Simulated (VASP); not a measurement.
# Ti: single point with PBE

Crystal: Ti.

```
Ti
1.0
    -1.50972    1.50972    1.57536
     1.50972   -1.50972    1.57536
     1.50972    1.50972   -1.57536
Ti
1
Direct
  0.00000 0.00000 0.00000
```

This cell differs from its parent crystal: strain -0.080 along x and y, -0.040 along z.

```yaml
Program: VASP 6.6.1
Task: single point
Functional: PBE
Potentials_or_basis: VASP PAW PBE potentials, release 64 (Ti_sv)
Cutoff: 500 eV
k_mesh: 14 × 14 × 14
Occupations: gaussian, width 0.15 eV
Spin: no spin polarisation
```

```
Pressure               : 25.7 GPa
Band gap on the k mesh : zero (bands 6 and 7 overlap by 1.81 eV)
```

Levels at points of the mesh, in eV from the Fermi level:
```
           k point  band 2  band 3  band 4  band 5  band 6  band 7  band 8  band 9  band 10  band 11
(0.00, 0.00, 0.00)  -31.76  -31.76  -31.76   -6.31    1.02    1.02    1.39    3.10     3.55    18.24
(0.50, 0.00, 0.00)  -32.99  -32.12  -31.77   -2.96   -0.49    1.76    3.15    3.84     5.34    10.96
(0.50, 0.50, 0.00)  -32.97  -32.16  -31.81   -3.01   -0.94    2.11    3.67    3.96     5.41    11.30
(0.50, 0.50, 0.50)  -32.64  -32.54  -32.54   -2.93   -2.77    4.85    4.94    4.94     9.25    10.54
```

Wall time 18 s on 1 thread of Intel(R) Xeon(R) 6975P-C (Granite Rapids), with other jobs on the host, peak memory 0.15 GiB.

Caveat: the cell differs from its parent crystal (strain -0.080 along x and y, -0.040 along z); the cell stands under pressure.
